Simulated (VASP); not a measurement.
# Co in VASP: single point with PBE

Aim: the single point of Co with PBE.

Everything below comes from runs of VASP 6.6.1. Logs are shortened: lines on timing, memory, paths and dates and some standing lists are left out, and cuts for length are marked.

## 1. The cell of the first run

The cell holds a slab with vacuum, 7 atoms: a = 2.493 Å, b = 2.493 Å, c = 28.111 Å, α = 90.00°, β = 90.00°, γ = 120.00°.

## 2. Single point, PBE, collinear spin, ferromagnetic start

INCAR

```
SYSTEM = Co
PREC = Accurate
ENCUT = 520
EDIFF = 1E-7
ISMEAR = -1
SIGMA = 0.1
LREAL = .False.
LASPH = .True.
NELM = 150
ALGO = Normal
ISIF = 2
LWAVE = .False.
LCHARG = .False.
ISPIN = 2
MAGMOM = 1.7 1.7 1.7 1.7 1.7 1.7 1.7
LORBIT = 11
LMAXMIX = 4
LDIPOL = .True.
IDIPOL = 3
DIPOL = 0.5 0.5 0.500
GGA = PE
NBANDS = 44
```

KPOINTS

```
Automatic mesh
0
Gamma
  15 15 1
  0 0 0
```

POSCAR

```
Co
1.0
    2.4930397862      0.0000000000      0.0000000000
   -1.2465198931      2.1590357875      0.0000000000
    0.0000000000      0.0000000000     28.1108000000
Co
7
Direct
    0.0000000000      0.0000000000      0.2845883337
    0.3333333340      0.6666666660      0.3563922225
    0.0000000000      0.0000000000      0.4281961112
    0.3333333340      0.6666666660      0.5000000000
    0.0000000000      0.0000000000      0.5718038888
    0.3333333340      0.6666666660      0.6436077775
    0.0000000000      0.0000000000      0.7154116663
```

Potentials or basis: VASP PAW PBE potentials, release 64 (Co).

Command:

```bash
cat potpaw_PBE.64/Co/POTCAR > POTCAR
mpirun -np 1 vasp_std > vasp.out
```

OUTCAR:

```text
SYSTEM = Co
   PREC = Accurate
   ENCUT = 520
   EDIFF = 1E-7
   ISMEAR = -1
   LREAL = .False.
   LASPH = .True.
   NELM = 150
   ISIF = 2
   ISPIN = 2
   LORBIT = 11
   GGA = PE

 ion  position               nearest neighbor table
   1  0.000  0.000  0.285-   2 2.48   2 2.48   2 2.48
   2  0.333  0.667  0.356-   3 2.48   3 2.48   1 2.48   1 2.48   3 2.48   1 2.48
   3  0.000  0.000  0.428-   2 2.48   2 2.48   4 2.48   4 2.48   2 2.48   4 2.48
   4  0.333  0.667  0.500-   3 2.48   5 2.48   3 2.48   5 2.48   3 2.48   5 2.48
   5  0.000  0.000  0.572-   6 2.48   6 2.48   4 2.48   4 2.48   6 2.48   4 2.48
   6  0.333  0.667  0.644-   5 2.48   5 2.48   7 2.48   7 2.48   5 2.48   7 2.48
   7  0.000  0.000  0.715-   6 2.48   6 2.48   6 2.48

  LATTYP: Found a hexagonal cell.
 ALAT       =     2.4930397862
 C/A-ratio  =    11.2757125480

  Lattice vectors:

 A1 = (   2.4930397862,   0.0000000000,   0.0000000000)
 A2 = (  -1.2465198931,   2.1590357875,   0.0000000000)
 A3 = (   0.0000000000,   0.0000000000,  28.1108000000)

Analysis of symmetry for initial positions (statically):
=====================================================================
 Subroutine PRICEL returns:
 Original cell was already a primitive cell.

 Routine SETGRP: Setting up the symmetry group for a
 hexagonal supercell.

 Subroutine GETGRP returns: Found 12 space group operations
 (whereof 12 operations were pure point group operations)
 out of a pool of 24 trial point group operations.

The static configuration has the point symmetry D_3h.

Analysis of symmetry for dynamics (positions and initial velocities):
=====================================================================
 Subroutine PRICEL returns:
 Original cell was already a primitive cell.

 Routine SETGRP: Setting up the symmetry group for a
 hexagonal supercell.

 Subroutine GETGRP returns: Found 12 space group operations
 (whereof 12 operations were pure point group operations)
 out of a pool of 24 trial point group operations.

The dynamic configuration has the point symmetry D_3h.

Analysis of structural, dynamic, and magnetic symmetry:
=====================================================================
 Subroutine PRICEL returns:
 Original cell was already a primitive cell.

 Routine SETGRP: Setting up the symmetry group for a
 hexagonal supercell.

 Subroutine GETGRP returns: Found 12 space group operations
 (whereof 12 operations were pure point group operations)
 out of a pool of 24 trial point group operations.

The overall configuration has the point symmetry D_3h.

 Subroutine INISYM returns: Found 12 space group operations
 (whereof 12 operations are pure point group operations),
 and found     1 'primitive' translations

----------------------------------------------------------------------------------------

                                     Primitive cell

  volume of cell :     151.3081

  direct lattice vectors                    reciprocal lattice vectors
     2.493039786  0.000000000  0.000000000     0.401116743  0.231584860  0.000000000
    -1.246519893  2.159035788  0.000000000     0.000000000  0.463169719  0.000000000
     0.000000000  0.000000000 28.110800000     0.000000000  0.000000000  0.035573516

  length of vectors
     2.493039786  2.493039786 28.110800000     0.463169719  0.463169719  0.035573516

  position of ions in fractional coordinates (direct lattice)
     0.000000000  0.000000000  0.284588334
     0.333333334  0.666666666  0.356392222
     0.000000000  0.000000000  0.428196111
     0.333333334  0.666666666  0.500000000
     0.000000000  0.000000000  0.571803889
     0.333333334  0.666666666  0.643607778
     0.000000000  0.000000000  0.715411666

  ion indices of the primitive-cell ions
   primitive index   ion index
                 1           1
                 2           2
                 3           3
                 4           4
                 5           5
                 6           6
                 7           7

----------------------------------------------------------------------------------------

 KPOINTS: Automatic mesh

Automatic generation of k-mesh.
 Grid dimensions read from file:
 generate k-points for:   15   15    1

 Generating k-lattice:

  Cartesian coordinates                     Fractional coordinates (reciprocal lattice)
     0.026741116  0.015438991  0.000000000     0.066666667  0.000000000  0.000000000
     0.000000000  0.030877981  0.000000000     0.000000000  0.066666667  0.000000000
     0.000000000  0.000000000  0.035573516     0.000000000  0.000000000  1.000000000

  Length of vectors
     0.030877981  0.030877981  0.035573516

  Shift w.r.t. Gamma in fractional coordinates (k-lattice)
     0.000000000  0.000000000  0.000000000

 Subroutine IBZKPT returns following result:
 ===========================================

 Found     27 irreducible k-points:

 Following reciprocal coordinates:
            Coordinates               Weight
  0.000000  0.000000  0.000000      1.000000
  0.066667  0.000000  0.000000      6.000000
  0.133333  0.000000  0.000000      6.000000
  0.200000  0.000000  0.000000      6.000000
  0.266667  0.000000  0.000000      6.000000
  0.333333  0.000000  0.000000      6.000000
[... 16 lines left out ...]
  0.333333  0.200000  0.000000     12.000000
  0.400000  0.200000  0.000000      6.000000
 [... further k-points ...]
   k-points           NKPTS =     27   k-points in BZ     NKDIM =     27   number of bands    NBANDS=     44
   number of dos      NEDOS =    301   number of ions     NIONS =      7
   total plane-waves  NPLWV =  84000
   dimension x,y,z NGX =    20 NGY =   20 NGZ =  210
   dimension x,y,z NGXF=    40 NGYF=   40 NGZF=  420
   ions per type =               7
   NGX,Y,Z   is equivalent  to a cutoff of  13.34, 13.34, 12.42 a.u.
   NGXF,Y,Z  is equivalent  to a cutoff of  26.67, 26.67, 24.84 a.u.
 SYSTEM =  Co
   PREC   = accura    normal or accurate (medium, high low for compatibility)
   ISTART =      0    job   : 0-new  1-cont  2-samecut
   ICHARG =      2    charge: 1-file 2-atom 10-const
   ISPIN  =      2    spin polarized calculation?
   LNONCOLLINEAR =      F non collinear calculations
   LSORBIT =      F    spin-orbit coupling
   LASPH  =      T    aspherical Exc in radial PAW
   ENCUT  =  520.0 eV  38.22 Ry    6.18 a.u.   4.64  4.64 52.27*2*pi/ulx,y,z
   NELM   =    150;   NELMIN=  2; NELMDL= -5     # of ELM steps
   EDIFF  = 0.1E-06   stopping-criterion for ELM
   LREAL  =      F    real-space projection
   EDIFFG = 0.1E-05   stopping-criterion for IOM
   NSW    =      0    number of steps for IOM
   IBRION =     -1    ionic relax: 0-MD 1-quasi-New 2-CG
   NFREE  =      0    steps in history (QN), initial steepest desc. (CG)
   ISIF   =      2    stress and relaxation
   ISYM   =      2    0-nonsym 1-usesym 2-fastsym
   POTIM  = 0.5000    time-step for ionic-motion
   TEBEG  =    0.0;   TEEND  =   0.0 temperature during run
   PSTRESS=    0.0 pullay stress
   NELECT =      63.0000    total number of electrons
   NUPDOWN=      -1.0000    fix difference up-down
   EMIN   =  10.00;   EMAX   =-10.00  energy-range for DOS
   EFERMI =   0.00;   METHOD = LEGACY
   ISMEAR =    -1;   SIGMA  =   0.10  broadening in eV -4-tet -1-fermi 0-gaus
   EFERMI_NEDOS =   21; number of points for ismear=-14 and -15
   IALGO  =     38    algorithm
   IMIX   =      4    mixing-type and parameters
     AMIX     =   0.40;   BMIX     =  1.00
     AMIX_MAG =   1.60;   BMIX_MAG =  1.00
  volume/ion in A,a.u.               =      21.62       145.87
  Fermi-wavevector in a.u.,A,eV,Ry     =   1.222459  2.310112 20.332624  1.494406
  Thomas-Fermi vector in A             =   2.357605
   LORBIT       =     11    0 simple, 1 ext, 2 COOP (PROOUT), +10 PAW based schemes
   GGA     = PE    functional components
   LHFCALC =     F    Hartree Fock is set to
   AEXX    =    0.0000 exact exchange contribution
   IVDW    =     0    specifies the selected vdW correction
   LEPSILON=     F    determine dielectric tensor
   LRPA    =     F    only Hartree local field effects (RPA)
 spin polarized calculation
  energy-cutoff  :      520.00
  volume of cell :      151.31
 maximum number of plane-waves:      4114
 NGX is ok and might be reduce to    20
   NGX =  9   NGY =  9   NGZ =105

 dipolmoment           0.000000      0.000000      0.000000 electrons x Angstroem

 number of electron      63.0000013 magnetization      11.5909212

 dipolmoment           0.000000      0.000000     -0.000000 electrons x Angstroem

 Free energy of the ion-electron system (eV)
  ---------------------------------------------------
  ext. energy  EPLUGINS =         0.00000000
  ---------------------------------------------------
  free energy    TOTEN  =       -47.91414869 eV

  energy without entropy =      -47.68729893  energy(sigma->0) =      -47.80072381

 E-fermi :   2.7595     XC(G=0):  -7.4301

 val. band max:        2.7585497743   @ k =   0.1333   0.0667   0.0000
 cond. band min:       2.7614813171   @ k =   0.2000   0.1333   0.0000
 fundamental gap:      0.0029315428
 Fermi energy:         2.7594723783

 spin component 1

 k-point     1 :       0.0000    0.0000    0.0000
  band No.  band energies     occupation
      1      -5.9815      1.00000
      2      -5.4839      1.00000
      3      -4.6723      1.00000
      4      -3.7075      1.00000
      5      -2.8811      1.00000
      6      -2.4835      1.00000
[... 35 lines left out ...]
     42       2.4400      0.96062
     43       2.8586      0.27069

 k-point     2 :       0.0667    0.0000    0.0000
  band No.  band energies     occupation
      1      -5.8267      1.00000
      2      -5.3330      1.00000
      3      -4.5276      1.00000
      4      -3.5702      1.00000
      5      -2.7515      1.00000
      6      -2.3689      1.00000
[... 1004 lines left out ...]
 k-point    24 :       0.4000    0.2000    0.0000
  band No.  band energies     occupation
      1      -1.7842      1.00000
      2      -1.7739      1.00000
      3      -1.6255      1.00000
      4      -1.5662      1.00000
      5      -1.4402      1.00000
      6      -1.3643      1.00000
[... 35 lines left out ...]
     42       6.9546      0.00000
     43       9.9418      0.00000

 [... further k-points ...]

 spin component 2

 k-point     1 :       0.0000    0.0000    0.0000
  band No.  band energies     occupation
      1      -5.9829      1.00000
      2      -5.4768      1.00000
      3      -4.6449      1.00000
      4      -3.6082      1.00000
      5      -2.5590      1.00000
      6      -1.8121      1.00000
[... 35 lines left out ...]
     42       3.7954      0.00003
     43       3.7954      0.00003

 k-point     2 :       0.0667    0.0000    0.0000
  band No.  band energies     occupation
      1      -5.8274      1.00000
      2      -5.3248      1.00000
      3      -4.4983      1.00000
      4      -3.4681      1.00000
      5      -2.4241      1.00000
      6      -1.6842      1.00000
[... 1004 lines left out ...]
 k-point    24 :       0.4000    0.2000    0.0000
  band No.  band energies     occupation
      1      -0.6713      1.00000
      2      -0.6708      1.00000
      3      -0.5171      1.00000
      4      -0.4102      1.00000
      5      -0.2566      1.00000
      6      -0.1997      1.00000
[... 35 lines left out ...]
     42       7.8044      0.00000
     43      10.6724      0.00000

 [... further k-points ...]

 [bands above 43 left out]

------------------------ aborting loop because EDIFF is reached ----------------------------------------

 vacuum level on the upper side and lower side of the slab       (xc-potential included)         0.003         0.003

  FORCE on cell =-STRESS in cart. coord.  units (eV):
  Direction    XX          YY          ZZ          XY          YZ          ZX
  --------------------------------------------------------------------------------------
  -------------------------------------------------------------------------------------
  Total       -1.9358664     -1.9358664     -1.2885272      0.0000000      0.0000000      0.0000000
  in kB      -20.4985762    -20.4985762    -13.6440067      0.0000000      0.0000000      0.0000000
  external PRESSURE =     -18.2137197 kB  Pullay stress =       0.0000000 kB

 VOLUME and BASIS-vectors are now :
 -----------------------------------------------------------------------------
  energy-cutoff  :      520.00
  volume of cell :      151.31
      direct lattice vectors                 reciprocal lattice vectors
     2.493039786  0.000000000  0.000000000     0.401116743  0.231584860  0.000000000
    -1.246519893  2.159035788  0.000000000     0.000000000  0.463169719  0.000000000
     0.000000000  0.000000000 28.110800000     0.000000000  0.000000000  0.035573516

 POSITION                                       TOTAL-FORCE (eV/Angst)
 -----------------------------------------------------------------------------------
      0.00000      0.00000      8.00001        -0.000000      0.000000      0.324349
      0.00000      1.43936     10.01847        -0.000000      0.000000     -0.377302
      0.00000      0.00000     12.03694         0.000000     -0.000000      0.097377
      0.00000      1.43936     14.05540        -0.000000      0.000000      0.000000
      0.00000      0.00000     16.07386         0.000000     -0.000000     -0.097377
      0.00000      1.43936     18.09233        -0.000000      0.000000      0.377302
      0.00000      0.00000     20.11079        -0.000000      0.000000     -0.324349
 -----------------------------------------------------------------------------------
    total drift:                               -0.000000      0.000000     -0.000000

  FREE ENERGIE OF THE ION-ELECTRON SYSTEM (eV)
  ---------------------------------------------------
  free  energy   TOTEN  =       -47.9141486854 eV

  energy  without entropy=      -47.6872989342  energy(sigma->0) =      -47.80072381

 vacuum level on the upper side and lower side of the slab         7.730         7.730

 total charge

# of ion       s       p       d       tot
------------------------------------------
    1        0.479   0.399   7.227   8.105
    2        0.485   0.518   7.261   8.265
    3        0.488   0.520   7.264   8.272
    4        0.488   0.521   7.261   8.269
    5        0.488   0.520   7.264   8.272
    6        0.485   0.518   7.261   8.265
    7        0.479   0.399   7.227   8.105
--------------------------------------------------
tot          3.393   3.394  50.764  57.552

 magnetization (x)

# of ion       s       p       d       tot
------------------------------------------
    1       -0.009  -0.040   1.804   1.755
    2       -0.015  -0.054   1.738   1.669
    3       -0.014  -0.054   1.691   1.623
    4       -0.014  -0.053   1.706   1.639
    5       -0.014  -0.054   1.691   1.623
    6       -0.015  -0.054   1.738   1.669
    7       -0.009  -0.040   1.804   1.755
--------------------------------------------------
tot         -0.091  -0.348  12.173  11.734
```

Wall time 19 min (1 thread of Intel Xeon Platinum 8488C (Sapphire Rapids), shared host); peak memory 0.47 GiB.

What came out:

| Item | Value |
| --- | --- |
| Free energy | -47.9141 eV |
| Largest force | 0.377 eV/Å |
| Net moment | 11.59 μB per cell |
| Site moments | Co +1.75, +1.67, +1.62, +1.64 μB |
| Valence electrons inside the program's atomic spheres | Co 8.11, 8.27 |

Forces in eV/Å, atoms in the order of the input:
```
Co   0.000  0.000  0.324
Co   0.000  0.000 -0.377
Co   0.000  0.000  0.097
Co   0.000  0.000  0.000
Co   0.000  0.000 -0.097
Co   0.000  0.000  0.377
Co   0.000  0.000 -0.324
```
